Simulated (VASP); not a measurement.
# Al7InAs8 (P1) in VASP: single point with PBEsol

Aim: the single point of Al7InAs8 with PBEsol.

Everything below comes from runs of VASP 6.6.1. Logs are shortened: lines on timing, memory, paths and dates and some standing lists are left out, and cuts for length are marked.

### 1 The cell of the first run

The typed cell holds 64 atoms: a = 11.445 Å, b = 11.445 Å, c = 11.445 Å, α = 90.00°, β = 90.00°, γ = 90.00°.

### 2 Single point, PBEsol

INCAR

```
SYSTEM = Al7InAs8
ALGO = Normal
EDIFF = 1E-6
ENCUT = 520
GGA = PS
ISIF = 2
ISMEAR = -1
ISYM = 0
LASPH = .TRUE.
LCHARG = .FALSE.
LREAL = Auto
LWAVE = .FALSE.
NBANDS = 186
NELM = 80
PREC = Accurate
SIGMA = 0.05
```

KPOINTS

```
Automatic mesh
0
Gamma
  1 1 1
  0.25 0.25 0.25
```

POSCAR

```
Al7InAs8
1.0
   11.4448089925      0.0000000000      0.0000000000
    0.0000000000     11.4448089925      0.0000000000
    0.0000000000      0.0000000000     11.4448089925
Al As In
28 32 4
Direct
    0.9980740000      0.9998010000      0.0027140000
    0.9971650000      0.9996580000      0.4985990000
    0.9989740000      0.5004360000      0.0044660000
    0.9994190000      0.4992600000      0.4964480000
    0.5015910000      0.0018920000      0.0010220000
    0.5019630000      0.0012340000      0.5006790000
    0.4999100000      0.4977600000      0.0022830000
    0.4995410000      0.4982160000      0.4984970000
    0.2519440000      0.2515850000      0.0008970000
    0.2514100000      0.2517950000      0.5006360000
    0.2497620000      0.7481420000      0.0026550000
    0.2499410000      0.7471660000      0.4985350000
    0.7477720000      0.2498550000      0.0023820000
    0.7483540000      0.2493540000      0.4985600000
    0.7504290000      0.7490870000      0.0044760000
    0.7495220000      0.7494010000      0.4964580000
    0.2521600000      0.0018420000      0.7497110000
    0.2499120000      0.4996960000      0.2505460000
    0.2523530000      0.4982970000      0.7498240000
    0.7497920000      0.9999350000      0.2505950000
    0.7485430000      0.0021200000      0.7498770000
    0.7498760000      0.4998640000      0.2503420000
    0.7480410000      0.4976920000      0.7494400000
    0.9982310000      0.2517840000      0.2502510000
    0.9984030000      0.7484680000      0.2504830000
    0.5025110000      0.2526280000      0.2506270000
    0.5001710000      0.2500660000      0.7510940000
    0.5018070000      0.7482620000      0.2503060000
    0.1187800000      0.1321820000      0.1198000000
    0.1302070000      0.1189900000      0.6180880000
    0.1242350000      0.6255760000      0.1276210000
    0.1308930000      0.6165850000      0.6192640000
    0.6243030000      0.1257150000      0.1277010000
    0.6248200000      0.1263110000      0.6262990000
    0.6248660000      0.6235560000      0.1262620000
    0.6301780000      0.6192430000      0.6182980000
    0.3757180000      0.3743440000      0.1275340000
    0.3765430000      0.3746410000      0.6261780000
    0.3821100000      0.8687470000      0.1198600000
    0.3695440000      0.8797610000      0.6184000000
    0.8735540000      0.3748840000      0.1262610000
    0.8697370000      0.3795350000      0.6186190000
    0.8755320000      0.8742700000      0.1276190000
    0.8671010000      0.8803120000      0.6198280000
    0.3837290000      0.1334840000      0.3814880000
    0.3759250000      0.1258010000      0.8758370000
    0.3760070000      0.6245300000      0.3742180000
    0.3694880000      0.6182850000      0.8816640000
    0.8747490000      0.1258770000      0.3742940000
    0.8682280000      0.1195970000      0.8816520000
    0.8747970000      0.6246260000      0.3737280000
    0.8679860000      0.6181390000      0.8812690000
    0.1253830000      0.3739380000      0.3744580000
    0.1315260000      0.3832970000      0.8829690000
    0.1177950000      0.8676280000      0.3806910000
    0.1326300000      0.8827870000      0.8830460000
    0.6259160000      0.3756980000      0.3745610000
    0.6243220000      0.3742180000      0.8758910000
    0.6241680000      0.8752630000      0.3744680000
    0.6331520000      0.8815700000      0.8829150000
    0.2508410000      0.0008860000      0.2518220000
    0.0014170000      0.2505960000      0.7520300000
    0.0012080000      0.7504170000      0.7513220000
    0.5012350000      0.7506600000      0.7519680000
```

Potentials or basis: VASP PAW PBE potentials, release 64 (Al, As, In_d).

Command:

```console
$ cat potpaw_PBE.64/Al/POTCAR potpaw_PBE.64/As/POTCAR potpaw_PBE.64/In_d/POTCAR > POTCAR
$ mpirun -np 1 vasp_std > vasp.out
```

OUTCAR:

```text
SYSTEM = Al7InAs8
   EDIFF = 1E-6
   ENCUT = 520
   GGA = PS
   ISIF = 2
   ISMEAR = -1
   ISYM = 0
   LASPH = .TRUE.
   LREAL = Auto
   NELM = 80
   PREC = Accurate

 ion  position               nearest neighbor table
   1  0.998  1.000  0.003-  29 2.45  50 2.45  56 2.46  43 2.46
   2  0.997  1.000  0.499-  44 2.45  55 2.45  30 2.46  49 2.46
   3  0.999  0.500  0.004-  54 2.46  52 2.46  41 2.46  31 2.47
   4  0.999  0.499  0.496-  42 2.46  32 2.46  51 2.46  53 2.47
   5  0.502  0.002  0.001-  60 2.45  39 2.46  33 2.47  46 2.48
   6  0.502  0.001  0.501-  45 2.45  40 2.46  34 2.47  59 2.47
[... 56 lines left out ...]
  63  0.001  0.750  0.751-  52 2.61  56 2.61  44 2.61  32 2.61
  64  0.501  0.751  0.752-  60 2.60  48 2.60  36 2.60  40 2.61

IMPORTANT INFORMATION: All symmetrisations will be switched off!
NOSYMM: (Re-)initialisation of all symmetry stuff for point group C_1.

----------------------------------------------------------------------------------------

                                     Primitive cell

  volume of cell :    1499.0829

  direct lattice vectors                    reciprocal lattice vectors
    11.444808993  0.000000000  0.000000000     0.087375858  0.000000000  0.000000000
     0.000000000 11.444808993  0.000000000     0.000000000  0.087375858  0.000000000
     0.000000000  0.000000000 11.444808993     0.000000000  0.000000000  0.087375858

  length of vectors
    11.444808993 11.444808993 11.444808993     0.087375858  0.087375858  0.087375858

  position of ions in fractional coordinates (direct lattice)
     0.998074000  0.999801000  0.002714000
     0.997165000  0.999658000  0.498599000
     0.998974000  0.500436000  0.004466000
     0.999419000  0.499260000  0.496448000
     0.501591000  0.001892000  0.001022000
     0.501963000  0.001234000  0.500679000
[... 56 lines left out ...]
     0.001208000  0.750417000  0.751322000
     0.501235000  0.750660000  0.751968000

  ion indices of the primitive-cell ions
   primitive index   ion index
                 1           1
                 2           2
                 3           3
                 4           4
                 5           5
                 6           6
[... 56 lines left out ...]
                63          63
                64          64

----------------------------------------------------------------------------------------

 KPOINTS: Automatic mesh

Automatic generation of k-mesh.
 Grid dimensions read from file:
 generate k-points for:    1    1    1

 Generating k-lattice:

  Cartesian coordinates                     Fractional coordinates (reciprocal lattice)
     0.087375858  0.000000000  0.000000000     1.000000000  0.000000000  0.000000000
     0.000000000  0.087375858  0.000000000     0.000000000  1.000000000  0.000000000
     0.000000000  0.000000000  0.087375858     0.000000000  0.000000000  1.000000000

  Length of vectors
     0.087375858  0.087375858  0.087375858

  Shift w.r.t. Gamma in fractional coordinates (k-lattice)
     0.250000000  0.250000000  0.250000000

 Subroutine IBZKPT returns following result:
 ===========================================

 Found      4 irreducible k-points:

 Following reciprocal coordinates:
            Coordinates               Weight
  0.250000  0.250000  0.250000      2.000000
 -0.250000  0.250000  0.250000      2.000000
 -0.250000 -0.250000  0.250000      2.000000
  0.250000 -0.250000  0.250000      2.000000
   k-points           NKPTS =      4   k-points in BZ     NKDIM =      4   number of bands    NBANDS=    186
   number of dos      NEDOS =    301   number of ions     NIONS =     64
   total plane-waves  NPLWV = 729000
   dimension x,y,z NGX =    90 NGY =   90 NGZ =   90
   dimension x,y,z NGXF=   180 NGYF=  180 NGZF=  180
   ions per type =              28  32   4
   NGX,Y,Z   is equivalent  to a cutoff of  13.07, 13.07, 13.07 a.u.
   NGXF,Y,Z  is equivalent  to a cutoff of  26.15, 26.15, 26.15 a.u.
 SYSTEM =  Al7InAs8
   PREC   = accura    normal or accurate (medium, high low for compatibility)
   ISTART =      0    job   : 0-new  1-cont  2-samecut
   ICHARG =      2    charge: 1-file 2-atom 10-const
   ISPIN  =      1    spin polarized calculation?
   LNONCOLLINEAR =      F non collinear calculations
   LSORBIT =      F    spin-orbit coupling
   LASPH  =      T    aspherical Exc in radial PAW
   ENCUT  =  520.0 eV  38.22 Ry    6.18 a.u.  21.28 21.28 21.28*2*pi/ulx,y,z
   NELM   =     80;   NELMIN=  2; NELMDL= -5     # of ELM steps
   EDIFF  = 0.1E-05   stopping-criterion for ELM
   LREAL  =      T    real-space projection
   EDIFFG = 0.1E-04   stopping-criterion for IOM
   NSW    =      0    number of steps for IOM
   IBRION =     -1    ionic relax: 0-MD 1-quasi-New 2-CG
   NFREE  =      0    steps in history (QN), initial steepest desc. (CG)
   ISIF   =      2    stress and relaxation
   ISYM   =      0    0-nonsym 1-usesym 2-fastsym
   POTIM  = 0.5000    time-step for ionic-motion
   TEBEG  =    0.0;   TEEND  =   0.0 temperature during run
   PSTRESS=    0.0 pullay stress
   NELECT =     296.0000    total number of electrons
   NUPDOWN=      -1.0000    fix difference up-down
   EMIN   =  10.00;   EMAX   =-10.00  energy-range for DOS
   EFERMI =   0.00;   METHOD = LEGACY
   ISMEAR =    -1;   SIGMA  =   0.05  broadening in eV -4-tet -1-fermi 0-gaus
   EFERMI_NEDOS =   21; number of points for ismear=-14 and -15
   IALGO  =     38    algorithm
   IMIX   =      4    mixing-type and parameters
     AMIX     =   0.40;   BMIX     =  1.00
     AMIX_MAG =   1.60;   BMIX_MAG =  1.00
  volume/ion in A,a.u.               =      23.42       158.07
  Fermi-wavevector in a.u.,A,eV,Ry     =   0.953301  1.801478 12.364748  0.908783
  Thomas-Fermi vector in A             =   2.081944
   LORBIT       =      0    0 simple, 1 ext, 2 COOP (PROOUT), +10 PAW based schemes
   GGA     = PS    functional components
   LHFCALC =     F    Hartree Fock is set to
   AEXX    =    0.0000 exact exchange contribution
   IVDW    =     0    specifies the selected vdW correction
   LEPSILON=     F    determine dielectric tensor
   LRPA    =     F    only Hartree local field effects (RPA)
 non-spin polarized calculation
  energy-cutoff  :      520.00
  volume of cell :     1499.08
 maximum number of plane-waves:     40339
 NGX is ok and might be reduce to    90
   NGX = 43   NGY = 43   NGZ = 43

 number of electron     295.9999984 magnetization

 Free energy of the ion-electron system (eV)
  ---------------------------------------------------
  ext. energy  EPLUGINS =         0.00000000
  ---------------------------------------------------
  free energy    TOTEN  =      -315.56216225 eV

  energy without entropy =     -315.56216220  energy(sigma->0) =     -315.56216222

 E-fermi :   4.6311     XC(G=0):  -9.1933

 val. band max:        3.6864671378   @ k =   0.2500  -0.2500   0.2500
 cond. band min:       5.5756175747   @ k =  -0.2500  -0.2500   0.2500
 fundamental gap:      1.8891504370
 Fermi energy:         4.6310561504

 k-point     1 :       0.2500    0.2500    0.2500
  band No.  band energies     occupation
      1     -10.1900      2.00000
      2     -10.1876      2.00000
      3     -10.1859      2.00000
      4     -10.1803      2.00000
      5     -10.1801      2.00000
      6     -10.1764      2.00000
[... 152 lines left out ...]
    159       6.5078      0.00000
    160       6.5563      0.00000

 k-point     2 :      -0.2500    0.2500    0.2500
  band No.  band energies     occupation
      1     -10.1900      2.00000
      2     -10.1876      2.00000
      3     -10.1859      2.00000
      4     -10.1803      2.00000
      5     -10.1801      2.00000
      6     -10.1764      2.00000
[... 152 lines left out ...]
    159       6.5234      0.00000
    160       6.5343      0.00000

 k-point     3 :      -0.2500   -0.2500    0.2500
  band No.  band energies     occupation
      1     -10.1900      2.00000
      2     -10.1876      2.00000
      3     -10.1859      2.00000
      4     -10.1803      2.00000
      5     -10.1801      2.00000
      6     -10.1764      2.00000
[... 152 lines left out ...]
    159       6.5019      0.00000
    160       6.5498      0.00000

 k-point     4 :       0.2500   -0.2500    0.2500
  band No.  band energies     occupation
      1     -10.1900      2.00000
      2     -10.1876      2.00000
      3     -10.1859      2.00000
      4     -10.1803      2.00000
      5     -10.1801      2.00000
      6     -10.1764      2.00000
[... 152 lines left out ...]
    159       6.5236      0.00000
    160       6.5342      0.00000
 [bands above 160 left out]

------------------------ aborting loop because EDIFF is reached ----------------------------------------

  FORCE on cell =-STRESS in cart. coord.  units (eV):
  Direction    XX          YY          ZZ          XY          YZ          ZX
  --------------------------------------------------------------------------------------
  -------------------------------------------------------------------------------------
  Total        2.3239884      2.3645697      2.2554193     -0.1017701     -0.1005413     -0.0942094
  in kB        2.4838130      2.5271851      2.4105282     -0.1087690     -0.1074557     -0.1006883
  external PRESSURE =       2.4738421 kB  Pullay stress =       0.0000000 kB

 VOLUME and BASIS-vectors are now :
 -----------------------------------------------------------------------------
  energy-cutoff  :      520.00
  volume of cell :     1499.08
      direct lattice vectors                 reciprocal lattice vectors
    11.444808993  0.000000000  0.000000000     0.087375858  0.000000000  0.000000000
     0.000000000 11.444808993  0.000000000     0.000000000  0.087375858  0.000000000
     0.000000000  0.000000000 11.444808993     0.000000000  0.000000000  0.087375858

 POSITION                                       TOTAL-FORCE (eV/Angst)
 -----------------------------------------------------------------------------------
     11.42277     11.44253      0.03106        -0.010279      0.020981      0.000309
     11.41236     11.44089      5.70637         0.015836     -0.005094     -0.001769
     11.43307      5.72739      0.05111         0.003672      0.018652      0.006399
     11.43816      5.71394      5.68175         0.010706     -0.012607      0.004675
      5.74061      0.02165      0.01170         0.000243      0.014499      0.015307
      5.74487      0.01412      5.73018         0.016593      0.003661      0.017318
[... 56 lines left out ...]
      0.01383      8.58838      8.59874         0.000836     -0.004386      0.007017
      5.73654      8.59116      8.60613         0.004118      0.006329     -0.002565
 -----------------------------------------------------------------------------------
    total drift:                                0.049035      0.062297      0.048644

  FREE ENERGIE OF THE ION-ELECTRON SYSTEM (eV)
  ---------------------------------------------------
  free  energy   TOTEN  =      -315.5621622463 eV

  energy  without entropy=     -315.5621622036  energy(sigma->0) =     -315.56216222
```

Run time: 72 min. Hardware: 1 thread of AMD EPYC 7R13, shared host; peak memory 1.7 GiB.

What came out:

* Free energy: -315.5622 eV
* Pressure: 0.2 GPa
* Largest force: 0.078 eV/Å
* Band gap on the k mesh: 1.89 eV

Forces on the atoms (eV/Å):
```
Al  -0.010  0.021  0.000
Al   0.016 -0.005 -0.002
Al   0.004  0.019  0.006
Al   0.011 -0.013  0.005
Al   0.000  0.014  0.015
Al   0.017  0.004  0.017
Al   0.012  0.015  0.015
Al   0.015 -0.001 -0.004
Al   0.011 -0.002  0.016
Al   0.006  0.008  0.013
Al   0.012  0.000  0.005
Al   0.011  0.020 -0.004
Al   0.013  0.012  0.017
Al   0.007  0.014  0.004
Al   0.003  0.009  0.005
Al   0.001  0.014  0.003
Al   0.009  0.012  0.007
Al   0.013  0.010  0.004
Al  -0.009 -0.003  0.010
Al   0.009  0.014  0.005
Al  -0.001 -0.008  0.009
Al   0.012  0.012  0.005
Al   0.006 -0.001  0.013
Al   0.010 -0.005  0.007
Al  -0.010 -0.014  0.008
Al   0.010  0.001  0.003
Al   0.006 -0.001 -0.002
Al   0.000  0.007  0.004
As  -0.002  0.028  0.011
As   0.018  0.007  0.018
As  -0.015 -0.010 -0.015
As   0.005  0.017  0.032
As  -0.015 -0.012 -0.008
As  -0.008 -0.017 -0.014
As  -0.011 -0.017 -0.021
As   0.010  0.005  0.017
As  -0.004 -0.012 -0.002
As  -0.018 -0.003 -0.008
As   0.031 -0.002  0.013
As  -0.013  0.014  0.002
As  -0.015 -0.006 -0.019
As  -0.009  0.018  0.000
As   0.004 -0.011 -0.010
As   0.004  0.013  0.005
As  -0.048 -0.040 -0.046
As  -0.003  0.001 -0.011
As  -0.014 -0.013 -0.011
As   0.015  0.022  0.004
As  -0.007 -0.017 -0.011
As   0.033  0.009  0.008
As  -0.008 -0.008 -0.016
As   0.021  0.003  0.016
As  -0.018 -0.006  0.002
As  -0.032 -0.045 -0.045
As   0.006  0.014  0.025
As  -0.029 -0.043 -0.042
As  -0.011 -0.007 -0.006
As  -0.013 -0.004 -0.011
As  -0.010 -0.004  0.000
As  -0.032 -0.047 -0.038
In   0.007  0.010 -0.001
In  -0.004  0.007 -0.005
In   0.001 -0.004  0.007
In   0.004  0.006 -0.003
```

Caveat: the PAW data sets were made with another functional, which shifts forces and pressure a little; spin-orbit coupling is left out, which moves the levels of the heavy elements; a shifted mesh leaves out Γ, where band edges can lie. A k mesh can miss the band edges.
